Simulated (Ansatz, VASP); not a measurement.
## C in VASP and in Ansatz

```xyz
2
Lattice="0.0000 2.1127 3.3255 1.2198 0.0000 3.3255 1.2198 2.1127 0.0000" Properties=species:S:1:pos:R:3 pbc="T T T"
C     1.2198    0.7043    3.3255
C     1.2198    3.5212    3.3255
```

Change from the starting cell: volume scaled by 0.98, crystal datasets.

Alike in both runs: task electric field gradients; functional PBE; k mesh 18 × 18 × 18; occupations fermi-dirac, width 0.05 eV; no spin polarisation.

|  | VASP | Ansatz |
| --- | --- | --- |
| version | VASP 6.6.1 | Ansatz 0.2.0 |
| potentials or method | VASP PAW PBE potentials, release 64 (C), cutoff 520 eV | all-electron PAW with datasets made for the crystal, scalar-relativistic |

```tsv
	VASP	Ansatz	Ansatz less VASP
pressure (GPa)	11.2	10.6	-0.55
traceless stress, the component that is largest in VASP (GPa)	-6.97	-6.33	+0.635
size of Vzz on the site where it differs most (V/Å²)	32.2	26.9	-5.29
```

Ansatz ran all-electron here, and VASP with PAW potentials.
